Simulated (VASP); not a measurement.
# AlCo in VASP: single point with PBEsol

Aim: the single point of AlCo with PBEsol.

Everything below comes from runs of VASP 6.6.1. Logs are shortened: lines on timing, memory, paths and dates and some standing lists are left out, and cuts for length are marked.

## Step 1: The cell of the first run

The cell holds a wire or tube with vacuum around it, 28 atoms: a = 15.900 Å, b = 17.300 Å, c = 4.758 Å, α = 90.00°, β = 90.00°, γ = 90.00°.

## Step 2: Single point, PBEsol

File INCAR:

```
SYSTEM = AlCo
PREC     = Accurate       ! precision mode
ENCUT    = 520            ! plane-wave cutoff, eV
EDIFF    = 1E-6           ! SCF threshold, eV
ISMEAR   = 0              ! smearing method
SIGMA    = 0.05           ! smearing width, eV
LREAL    = Auto         
LASPH    = .TRUE.         ! aspherical terms in the spheres
NELM     = 80             ! most SCF steps
ALGO     = Normal         ! electronic algorithm
ISIF     = 2              ! what is computed and relaxed
LWAVE    = .FALSE.        ! write WAVECAR
LCHARG   = .FALSE.        ! write CHGCAR
GGA      = PS             ! functional
NBANDS   = 104            ! bands
```

File KPOINTS:

```
Automatic mesh
0
G
  1 1 11
  0 0 0
```

File POSCAR:

```
AlCo
1.0
   15.9000000000      0.0000000000      0.0000000000
    0.0000000000     17.3000000000      0.0000000000
    0.0000000000      0.0000000000      4.7583534589
Al Co
14 14
Direct
    0.3468259154      0.3813595782     -0.0157672496
    0.3468259154      0.6186404218     -0.0157672496
    0.2792727740      0.5000000000      0.3132522836
    0.5766928722      0.2720618258      0.0020830285
    0.5711794014      0.5000000000      0.0084960573
    0.5000000000      0.3903462976      0.3333333333
    0.4233071278      0.2720618258      0.6645836382
    0.5766928722      0.7279381742      0.0020830285
    0.5000000000      0.6096537024      0.3333333333
    0.4288205986      0.5000000000      0.6581706093
    0.4233071278      0.7279381742      0.6645836382
    0.7207272260      0.5000000000      0.3534143830
    0.6531740846      0.3813595782      0.6824339163
    0.6531740846      0.6186404218      0.6824339163
    0.4342699167      0.2804903392      0.1646376985
    0.4258513526      0.5000000000      0.1552774262
    0.3563695299      0.3875413981      0.4823354595
    0.4342699167      0.7195096608      0.1646376985
    0.3563695299      0.6124586019      0.4823354595
    0.2916729733      0.5000000000      0.8091684520
    0.6436304701      0.3875413981      0.1843312072
    0.5657300833      0.2804903392      0.5020289682
    0.6436304701      0.6124586019      0.1843312072
    0.5741486474      0.5000000000      0.5113892405
    0.5000000000      0.3880387691      0.8333333333
    0.5657300833      0.7195096608      0.5020289682
    0.5000000000      0.6119612309      0.8333333333
    0.7083270267      0.5000000000      0.8574982147
```

Potentials or basis: VASP PAW PBE potentials, release 64 (Al, Co).

On the command line:

```sh
$ cat potpaw_PBE.64/Al/POTCAR potpaw_PBE.64/Co/POTCAR > POTCAR
$ mpirun -np 1 vasp_std > vasp.out
```

OUTCAR:

```text
SYSTEM = AlCo
   PREC = Accurate
   ENCUT = 520
   EDIFF = 1E-6
   ISMEAR = 0
   LREAL = Auto
   LASPH = .TRUE.
   NELM = 80
   ISIF = 2
   GGA = PS

 ion  position               nearest neighbor table
   1  0.347  0.381  0.984-  17 2.38  20 2.38  15 2.39  17 2.40  16 2.54  25 2.54   7 2.71   3 2.80
                            10 2.88   6 2.95
   2  0.347  0.619  0.984-  19 2.38  20 2.38  18 2.39  19 2.40  16 2.54  27 2.54  11 2.71   3 2.80
                            10 2.88   9 2.95
   3  0.279  0.500  0.313-  20 2.37  20 2.41  17 2.44  19 2.44  16 2.45   2 2.80   1 2.80  10 2.89

   4  0.577  0.272  0.002-  22 2.39  22 2.39  15 2.40  21 2.42  25 2.48  13 2.71   6 2.86   7 2.92

   5  0.571  0.500  0.008-  28 2.30  24 2.37  27 2.39  25 2.39  24 2.39  21 2.41  23 2.41  16 2.41
                             9 2.70   6 2.70  10 2.81  14 2.88  13 2.88  12 2.89
   6  0.500  0.390  0.333-  15 2.31  22 2.31  25 2.38  25 2.38  16 2.39  24 2.39  21 2.39  17 2.39
                             5 2.70  10 2.70   4 2.86   7 2.86   1 2.95  13 2.95
   7  0.423  0.272  0.665-  15 2.39  15 2.39  22 2.40  17 2.42  25 2.48   1 2.71   6 2.86   4 2.92

   8  0.577  0.728  0.002-  26 2.39  26 2.39  18 2.40  23 2.42  27 2.48  14 2.71   9 2.86  11 2.92

   9  0.500  0.610  0.333-  18 2.31  26 2.31  27 2.38  27 2.38  16 2.39  24 2.39  23 2.39  19 2.39
                             5 2.70  10 2.70   8 2.86  11 2.86   2 2.95  14 2.95
  10  0.429  0.500  0.658-  20 2.30  16 2.37  25 2.39  27 2.39  16 2.39  17 2.41  19 2.41  24 2.41
                             6 2.70   9 2.70   5 2.81   2 2.88   1 2.88   3 2.89
  11  0.423  0.728  0.665-  18 2.39  18 2.39  26 2.40  19 2.42  27 2.48   2 2.71   9 2.86   8 2.92
[... 23 lines left out ...]
  23  0.644  0.612  0.184-  14 2.38   9 2.39  14 2.40   5 2.41   8 2.42  12 2.44  26 2.69  28 2.69
                            24 2.73  27 2.83
  24  0.574  0.500  0.511-   5 2.37   6 2.39   9 2.39   5 2.39  10 2.41  12 2.45  14 2.54  13 2.54
                            28 2.70  21 2.73  23 2.73  25 2.74  27 2.74  16 2.90
  25  0.500  0.388  0.833-   6 2.38   6 2.38  10 2.39   5 2.39   7 2.48   4 2.48  13 2.54   1 2.54
                            22 2.65  15 2.65  24 2.74  16 2.74  17 2.83  21 2.83
  26  0.566  0.720  0.502-   9 2.31   8 2.39   8 2.39  14 2.39  11 2.40  18 2.64  27 2.65  23 2.69

  27  0.500  0.612  0.833-   9 2.38   9 2.38  10 2.39   5 2.39  11 2.48   8 2.48  14 2.54   2 2.54
                            26 2.65  18 2.65  24 2.74  16 2.74  19 2.83  23 2.83
  28  0.708  0.500  0.857-   5 2.30  12 2.37  13 2.38  14 2.38  12 2.41  23 2.69  21 2.69  24 2.70

  LATTYP: Found a simple orthorhombic cell.
 ALAT       =     4.7583534589
 B/A-ratio  =     3.3414919966
 C/A-ratio  =     3.6357114177

  Lattice vectors:

 A1 = (   0.0000000000,   0.0000000000,   4.7583534589)
 A2 = (  15.9000000000,   0.0000000000,   0.0000000000)
 A3 = (   0.0000000000,  17.3000000000,   0.0000000000)

Analysis of symmetry for initial positions (statically):
=====================================================================
 Subroutine PRICEL returns:
 Original cell was already a primitive cell.

 Routine SETGRP: Setting up the symmetry group for a
 simple orthorhombic supercell.

 Subroutine GETGRP returns: Found  4 space group operations
 (whereof  2 operations were pure point group operations)
 out of a pool of  8 trial point group operations.

The static configuration has the point symmetry C_1h.
 The point group associated with its full space group is C_2h.

Analysis of symmetry for dynamics (positions and initial velocities):
=====================================================================
 Subroutine PRICEL returns:
 Original cell was already a primitive cell.

 Routine SETGRP: Setting up the symmetry group for a
 simple orthorhombic supercell.

 Subroutine GETGRP returns: Found  4 space group operations
 (whereof  2 operations were pure point group operations)
 out of a pool of  8 trial point group operations.

The dynamic configuration has the point symmetry C_1h.
 The point group associated with its full space group is C_2h.

 Subroutine INISYM returns: Found  4 space group operations
 (whereof  2 operations are pure point group operations),
 and found     1 'primitive' translations

----------------------------------------------------------------------------------------

                                     Primitive cell

  volume of cell :    1308.8803

  direct lattice vectors                    reciprocal lattice vectors
    15.900000000  0.000000000  0.000000000     0.062893082  0.000000000  0.000000000
     0.000000000 17.300000000  0.000000000     0.000000000  0.057803468  0.000000000
     0.000000000  0.000000000  4.758353459     0.000000000  0.000000000  0.210156729

  length of vectors
    15.900000000 17.300000000  4.758353459     0.062893082  0.057803468  0.210156729

  position of ions in fractional coordinates (direct lattice)
     0.346825915  0.381359578  0.984232750
     0.346825915  0.618640422  0.984232750
     0.279272774  0.500000000  0.313252284
     0.576692872  0.272061826  0.002083029
     0.571179401  0.500000000  0.008496057
     0.500000000  0.390346298  0.333333333
[... 20 lines left out ...]
     0.500000000  0.611961231  0.833333333
     0.708327027  0.500000000  0.857498215

  ion indices of the primitive-cell ions
   primitive index   ion index
                 1           1
                 2           2
                 3           3
                 4           4
                 5           5
                 6           6
[... 20 lines left out ...]
                27          27
                28          28

----------------------------------------------------------------------------------------

 KPOINTS: Automatic mesh

Automatic generation of k-mesh.
 Grid dimensions read from file:
 generate k-points for:    1    1   11

 Generating k-lattice:

  Cartesian coordinates                     Fractional coordinates (reciprocal lattice)
     0.062893082  0.000000000  0.000000000     1.000000000  0.000000000  0.000000000
     0.000000000  0.057803468  0.000000000     0.000000000  1.000000000  0.000000000
     0.000000000  0.000000000  0.019105157     0.000000000  0.000000000  0.090909091

  Length of vectors
     0.062893082  0.057803468  0.019105157

  Shift w.r.t. Gamma in fractional coordinates (k-lattice)
     0.000000000  0.000000000  0.000000000

 Subroutine IBZKPT returns following result:
 ===========================================

 Found      6 irreducible k-points:

 Following reciprocal coordinates:
            Coordinates               Weight
  0.000000  0.000000  0.000000      1.000000
  0.000000  0.000000  0.090909      2.000000
  0.000000  0.000000  0.181818      2.000000
  0.000000  0.000000  0.272727      2.000000
  0.000000  0.000000  0.363636      2.000000
  0.000000  0.000000  0.454545      2.000000
   k-points           NKPTS =      6   k-points in BZ     NKDIM =      6   number of bands    NBANDS=    104
   number of dos      NEDOS =    301   number of ions     NIONS =     28
   total plane-waves  NPLWV = 604800
   dimension x,y,z NGX =   120 NGY =  140 NGZ =   36
   dimension x,y,z NGXF=   240 NGYF=  280 NGZF=   72
   ions per type =              14  14
   NGX,Y,Z   is equivalent  to a cutoff of  12.55, 13.45, 12.58 a.u.
   NGXF,Y,Z  is equivalent  to a cutoff of  25.09, 26.91, 25.16 a.u.
 SYSTEM =  AlCo
   PREC   = accura    normal or accurate (medium, high low for compatibility)
   ISTART =      0    job   : 0-new  1-cont  2-samecut
   ICHARG =      2    charge: 1-file 2-atom 10-const
   ISPIN  =      1    spin polarized calculation?
   LNONCOLLINEAR =      F non collinear calculations
   LSORBIT =      F    spin-orbit coupling
   LASPH  =      T    aspherical Exc in radial PAW
   ENCUT  =  520.0 eV  38.22 Ry    6.18 a.u.  29.56 32.17  8.85*2*pi/ulx,y,z
   NELM   =     80;   NELMIN=  2; NELMDL= -5     # of ELM steps
   EDIFF  = 0.1E-05   stopping-criterion for ELM
   LREAL  =      T    real-space projection
   EDIFFG = 0.1E-04   stopping-criterion for IOM
   NSW    =      0    number of steps for IOM
   IBRION =     -1    ionic relax: 0-MD 1-quasi-New 2-CG
   NFREE  =      0    steps in history (QN), initial steepest desc. (CG)
   ISIF   =      2    stress and relaxation
   ISYM   =      2    0-nonsym 1-usesym 2-fastsym
   POTIM  = 0.5000    time-step for ionic-motion
   TEBEG  =    0.0;   TEEND  =   0.0 temperature during run
   PSTRESS=    0.0 pullay stress
   NELECT =     168.0000    total number of electrons
   NUPDOWN=      -1.0000    fix difference up-down
   EMIN   =  10.00;   EMAX   =-10.00  energy-range for DOS
   EFERMI =   0.00;   METHOD = LEGACY
   ISMEAR =     0;   SIGMA  =   0.05  broadening in eV -4-tet -1-fermi 0-gaus
   EFERMI_NEDOS =   21; number of points for ismear=-14 and -15
   IALGO  =     38    algorithm
   IMIX   =      4    mixing-type and parameters
     AMIX     =   0.40;   BMIX     =  1.00
     AMIX_MAG =   1.60;   BMIX_MAG =  1.00
  volume/ion in A,a.u.               =      46.75       315.46
  Fermi-wavevector in a.u.,A,eV,Ry     =   0.825806  1.560547  9.278565  0.681955
  Thomas-Fermi vector in A             =   1.937728
   LORBIT       =      0    0 simple, 1 ext, 2 COOP (PROOUT), +10 PAW based schemes
   GGA     = PS    functional components
   LHFCALC =     F    Hartree Fock is set to
   AEXX    =    0.0000 exact exchange contribution
   IVDW    =     0    specifies the selected vdW correction
   LEPSILON=     F    determine dielectric tensor
   LRPA    =     F    only Hartree local field effects (RPA)
 non-spin polarized calculation
 Gauss-broadening in eV      SIGMA  =   0.05
  energy-cutoff  :      520.00
  volume of cell :     1308.88
 maximum number of plane-waves:     35292
 NGX is ok and might be reduce to   120
   NGX = 59   NGY = 65   NGZ = 17

 number of electron     167.9999990 magnetization

 Free energy of the ion-electron system (eV)
  ---------------------------------------------------
  ext. energy  EPLUGINS =         0.00000000
  ---------------------------------------------------
  free energy    TOTEN  =      -158.71609422 eV

  energy without entropy =     -158.65193226  energy(sigma->0) =     -158.68401324

 E-fermi :  -0.9758     XC(G=0):  -4.2520

 val. band max:       -0.9774482545   @ k =   0.0000   0.0000   0.1818
 cond. band min:      -0.9740561354   @ k =   0.0000   0.0000   0.4545
 fundamental gap:      0.0033921191
 Fermi energy:        -0.9758009786

 k-point     1 :       0.0000    0.0000    0.0000
  band No.  band energies     occupation
      1     -11.0603      2.00000
      2      -9.8255      2.00000
      3      -9.4426      2.00000
      4      -8.4025      2.00000
      5      -7.9065      2.00000
      6      -7.5575      2.00000
[... 583 lines left out ...]
     95       0.6373      0.00000
     96       0.6973      0.00000
 [bands above 96 left out]

------------------------ aborting loop because EDIFF is reached ----------------------------------------

  FORCE on cell =-STRESS in cart. coord.  units (eV):
  Direction    XX          YY          ZZ          XY          YZ          ZX
  --------------------------------------------------------------------------------------
  -------------------------------------------------------------------------------------
  Total        0.2585277      0.3456839      0.2176082      0.0000000      0.0000000     -0.1005184
  in kB        0.3164592      0.4231456      0.2663704      0.0000000      0.0000000     -0.1230428
  external PRESSURE =       0.3353251 kB  Pullay stress =       0.0000000 kB

 VOLUME and BASIS-vectors are now :
 -----------------------------------------------------------------------------
  energy-cutoff  :      520.00
  volume of cell :     1308.88
      direct lattice vectors                 reciprocal lattice vectors
    15.900000000  0.000000000  0.000000000     0.062893082  0.000000000  0.000000000
     0.000000000 17.300000000  0.000000000     0.000000000  0.057803468  0.000000000
     0.000000000  0.000000000  4.758353459     0.000000000  0.000000000  0.210156729

 POSITION                                       TOTAL-FORCE (eV/Angst)
 -----------------------------------------------------------------------------------
      5.51453      6.59752      4.68333         0.005050      0.008031      0.002164
      5.51453     10.70248      4.68333         0.005050     -0.008031      0.002164
      4.44044      8.65000      1.49057         0.009736      0.000000      0.007074
      9.16942      4.70667      0.00991        -0.013737     -0.001868      0.008359
      9.08175      8.65000      0.04043        -0.003793      0.000000     -0.007332
      7.95000      6.75299      1.58612         0.000000     -0.002611      0.000000
[... 20 lines left out ...]
      7.95000     10.58693      3.96529         0.000000      0.018351      0.000000
     11.26240      8.65000      4.08028         0.034990      0.000000     -0.005388
 -----------------------------------------------------------------------------------
    total drift:                               -0.000000      0.000000     -0.000000

  FREE ENERGIE OF THE ION-ELECTRON SYSTEM (eV)
  ---------------------------------------------------
  free  energy   TOTEN  =      -158.7160942185 eV

  energy  without entropy=     -158.6519322620  energy(sigma->0) =     -158.68401324
```

Run time: 43 min. Hardware: 1 thread of Intel Xeon Platinum 8488C (Sapphire Rapids), shared host; peak memory 1.4 GiB.

What came out:

```yaml
Free_energy: -158.7161 eV
Largest_force: 0.035 eV/Å
Band_gap_on_the_k_mesh: zero (bands 84 and 85 overlap by 0.10 eV)
```

Forces in eV/Å, atoms in the order of the input:
```
Al   0.005  0.008  0.002
Al   0.005 -0.008  0.002
Al   0.010  0.000  0.007
Al  -0.014 -0.002  0.008
Al  -0.004  0.000 -0.007
Al   0.000 -0.003  0.000
Al   0.014 -0.002 -0.008
Al  -0.014  0.002  0.008
Al   0.000  0.003  0.000
Al   0.004  0.000  0.007
Al   0.014  0.002 -0.008
Al  -0.010  0.000 -0.007
Al  -0.005  0.008 -0.002
Al  -0.005 -0.008 -0.002
Co  -0.017 -0.025 -0.019
Co  -0.001  0.000  0.005
Co  -0.015 -0.001  0.007
Co  -0.017  0.025 -0.019
Co  -0.015  0.001  0.007
Co  -0.035  0.000  0.005
Co   0.015 -0.001 -0.007
Co   0.017 -0.025  0.019
Co   0.015  0.001 -0.007
Co   0.001  0.000 -0.005
Co   0.000 -0.018  0.000
Co   0.017  0.025  0.019
Co   0.000  0.018  0.000
Co   0.035  0.000 -0.005
```

Caveat: the PAW data sets were made with another functional, which shifts forces and pressure a little; the run has no spin polarisation, though such a crystal can be magnetic. Spin polarisation is off, so any magnetic state and its effect on volume and gap are missing.
